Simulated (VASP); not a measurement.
# SbPt (P6_3/mmc) in VASP: a series of runs, part 2 of 2

VASP 6.6.1. Earlier steps stand in the parts before.

## Step 3: Single point, LDA (volume scaled by 0.96)

INCAR reads:

```
PREC = Accurate
ENCUT = 520
EDIFF = 1E-6
ISMEAR = -1
SIGMA = 0.08
LREAL = False
LASPH = True
NELM = 80
ALGO = Normal
ISIF = 2
LWAVE = False
LCHARG = True
LELF = True
LVHAR = True
NBANDS = 23
```

KPOINTS reads:

```
regular mesh
0
Gamma
  11 11 8
```

POSCAR reads:

```
SbPt
1.0
    4.0741802462      0.0000000000      0.0000000000
   -2.0370901231      3.5283435928      0.0000000000
    0.0000000000      0.0000000000      5.3980449883
Sb Pt
2 2
Direct
    0.3333333333      0.6666666667      0.2500000000
    0.6666666667      0.3333333333      0.7500000000
    0.0000000000      0.0000000000      0.0000000000
    0.0000000000      0.0000000000      0.5000000000
```

Potentials or basis: VASP PAW LDA potentials, release 64 (Sb, Pt).

Started as:

```sh
> cat potpaw_LDA.64/Sb/POTCAR potpaw_LDA.64/Pt/POTCAR > POTCAR
> mpirun -np 1 vasp_std > vasp.out
```

Run time: 1.8 min. Hardware: 1 thread of Intel Xeon Platinum 8259CL at 2.50GHz (Skylake/Cascade Lake), shared host; peak memory 0.25 GiB.

It converged, with:

```yaml
Free_energy: -26.2850 eV
Pressure: 7.0 GPa
Band_gap_on_the_k_mesh: zero (band 15 reaches 13.25 eV, above the bottom of band 16 at 9.10 eV)
```

Stress tensor (GPa, compression positive):
```
7.17 0.00 0.00
0.00 7.17 0.00
0.00 0.00 6.76
```

Levels at points of the mesh, in eV from the Fermi level:
```csv
k point,band 12,band 13,band 14,band 15,band 16,band 17,band 18,band 19
"(0.00, 0.00, 0.00)",-2.33,-0.14,-0.14,0.80,2.32,2.37,3.77,3.77
"(0.00, 0.00, 0.50)",-3.94,-1.21,-1.21,2.44,2.44,2.44,2.44,5.24
```

Caveat: spin-orbit coupling is left out, which moves the levels of the heavy elements.

## Step 4: Single point, LDA (equal xx and yy strain of -1 %)

INCAR reads:

```
PREC = Accurate
ENCUT = 520
EDIFF = 1E-6
ISMEAR = -1
SIGMA = 0.08
LREAL = False
LASPH = True
NELM = 60
ALGO = Normal
ISIF = 2
LWAVE = False
LCHARG = False
GGA = CA
NBANDS = 23
```

KPOINTS reads:

```
Automatic mesh
0
Gamma
  11 11 8
```

POSCAR reads:

```
SbPt
1.0
    4.0886978919      0.0000000000      0.0000000000
   -2.0443489460      3.5409162428      0.0000000000
    0.0000000000      0.0000000000      5.4720000000
Sb Pt
2 2
Direct
    0.3333333333      0.6666666667      0.2500000000
    0.6666666667      0.3333333333      0.7500000000
    0.0000000000      0.0000000000      0.0000000000
    0.0000000000      0.0000000000      0.5000000000
```

Potentials or basis: VASP PAW LDA potentials, release 64 (Sb, Pt).

Started as:

```sh
> cat potpaw_LDA.64/Sb/POTCAR potpaw_LDA.64/Pt/POTCAR > POTCAR
> mpirun -np 1 vasp_std > vasp.out
```

OUTCAR:

```text
PREC = Accurate
   ENCUT = 520
   EDIFF = 1E-6
   ISMEAR = -1
   LREAL = False
   LASPH = True
   NELM = 60
   ISIF = 2
   GGA = CA

 ion  position               nearest neighbor table
   1  0.333  0.667  0.250-   3 2.73   4 2.73   3 2.73   4 2.73   3 2.73   4 2.73   2 3.61   2 3.61
                             2 3.61   2 3.61   2 3.61   2 3.61
   2  0.667  0.333  0.750-   3 2.73   4 2.73   3 2.73   4 2.73   3 2.73   4 2.73   1 3.61   1 3.61
                             1 3.61   1 3.61   1 3.61   1 3.61
   3  0.000  0.000  0.000-   1 2.73   2 2.73   2 2.73   1 2.73   2 2.73   1 2.73   4 2.74   4 2.74

   4  0.000  0.000  0.500-   1 2.73   2 2.73   2 2.73   1 2.73   2 2.73   1 2.73   3 2.74   3 2.74

  LATTYP: Found a hexagonal cell.
 ALAT       =     4.0886978919
 C/A-ratio  =     1.3383233843

  Lattice vectors:

 A1 = (   4.0886978919,   0.0000000000,   0.0000000000)
 A2 = (  -2.0443489460,   3.5409162428,   0.0000000000)
 A3 = (   0.0000000000,   0.0000000000,   5.4720000000)

Analysis of symmetry for initial positions (statically):
=====================================================================
 Subroutine PRICEL returns:
 Original cell was already a primitive cell.

[... 177 lines left out ...]
 cond. band min:      10.4514034869   @ k =   0.2727  -0.0000   0.3750
 fundamental gap:      0.0100235606
 Fermi energy:        10.4479610699

 k-point     1 :       0.0000    0.0000    0.0000
  band No.  band energies     occupation
      1      -2.7397      2.00000
      2       1.2645      2.00000
      3       3.1884      2.00000
      4       4.2416      2.00000
      5       4.2416      2.00000
      6       4.3377      2.00000
[... 613 lines left out ...]
     22      16.9951      0.00000
     23      17.7323      0.00000

 [... further k-points ...]

------------------------ aborting loop because EDIFF is reached ----------------------------------------

  FORCE on cell =-STRESS in cart. coord.  units (eV):
  Direction    XX          YY          ZZ          XY          YZ          ZX
  --------------------------------------------------------------------------------------
  -------------------------------------------------------------------------------------
  Total        1.9591566      1.9591566      0.9136461     -0.0000000      0.0000000      0.0000000
  in kB       39.6216866     39.6216866     18.4774403     -0.0000000      0.0000000      0.0000000
  external PRESSURE =      32.5736045 kB  Pullay stress =       0.0000000 kB

 VOLUME and BASIS-vectors are now :
 -----------------------------------------------------------------------------
  energy-cutoff  :      520.00
  volume of cell :       79.22
      direct lattice vectors                 reciprocal lattice vectors
     4.088697892  0.000000000  0.000000000     0.244576642  0.141206390  0.000000000
    -2.044348946  3.540916243  0.000000000     0.000000000  0.282412780  0.000000000
     0.000000000  0.000000000  5.472000000     0.000000000  0.000000000  0.182748538

 POSITION                                       TOTAL-FORCE (eV/Angst)
 -----------------------------------------------------------------------------------
     -0.00000      2.36061      1.36800         0.000000     -0.000000      0.000000
      2.04435      1.18031      4.10400        -0.000000      0.000000      0.000000
      0.00000      0.00000      0.00000         0.000000      0.000000      0.000000
      0.00000      0.00000      2.73600         0.000000      0.000000      0.000000
 -----------------------------------------------------------------------------------
    total drift:                               -0.000000      0.000000      0.000000

  FREE ENERGIE OF THE ION-ELECTRON SYSTEM (eV)
  ---------------------------------------------------
  free  energy   TOTEN  =       -26.3329933625 eV

  energy  without entropy=      -26.2909446707  energy(sigma->0) =      -26.31196902
```

Run time: 94 s. Hardware: 1 thread of Intel Xeon 6975P-C, shared host; peak memory 0.25 GiB.

What came out:

| Property | Result |
| --- | --- |
| Free energy | -26.3330 eV |
| Pressure | 3.3 GPa |
| Band gap on the k mesh | zero (band 15 reaches 12.86 eV, above the bottom of band 16 at 8.80 eV) |

Caveat: the cell differs from its parent crystal (equal xx and yy strain of -1 %); spin-orbit coupling is left out, which moves the levels of the heavy elements.

## Step 5: The runs side by side

| cell | gap on the mesh (eV) | pressure (GPa) |
| --- | --- | --- |
| a = 4.047, b = 4.047, c = 5.472 Å, angles 90.0, 90.0, 120.0°, 4 atoms | none | 6.7 |
| a = 4.074, b = 4.074, c = 5.398 Å, angles 90.0, 90.0, 120.0°, 4 atoms | none | 7.0 |
| a = 4.089, b = 4.089, c = 5.472 Å, angles 90.0, 90.0, 120.0°, 4 atoms | none | 3.3 |

Alike in all rows: task single point; level LDA; potentials or basis VASP PAW LDA potentials, release 64 (Sb, Pt); no spin polarisation; k mesh 11 × 11 × 8; cutoff (eV) 520; smearing fermi-dirac 0.08 eV.

Caveats: spin-orbit coupling is left out, which moves the levels of the heavy elements.

Total energies depend on the potentials used, so only differences within one code and one set of settings carry meaning.
